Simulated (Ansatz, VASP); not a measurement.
**Two plane-wave programs on C**

```xyz
2
Lattice="0.0000 2.3826 3.4635 1.2566 0.0000 3.4635 1.2566 2.3826 0.0000" Properties=species:S:1:pos:R:3 pbc="T T T"
C     1.2566    0.7944    3.4635
C     1.2566    3.9709    3.4635
```

Change from the starting cell: volume 10.370 Å^3 an atom, stretch along b over the lengths across it, relative to the relaxed cell 1.0953.

Alike in both runs: task single point; functional PBE; dispersion D3(BJ); k mesh 18 × 18 × 18; occupations gaussian, width 0.03 eV; no spin polarisation.

```csv
,VASP,Ansatz
version,VASP 6.6.1,Ansatz 0.2.0
potentials or method,"VASP PAW PBE potentials, release 64 (C), cutoff 520 eV","scalar-relativistic, plane waves, PAW"
valence electrons in the cell,8,8
```

Ansatz gave:

| Quantity | Value |
| --- | --- |
| gap on the k mesh at the Fermi level (eV) | 0.14 |
| least direct gap on the mesh (eV) | 0.20 |
| rms of the force components (eV/Å) | 0.256 |

Problem. Estimate VASP's values.

Solution. gap on the k mesh at the Fermi level (eV): 0.14; least direct gap on the mesh (eV): 0.20; rms of the force components (eV/Å): 0.243.

Atom by atom the forces differ by 0.014 eV/Å (rms over components).
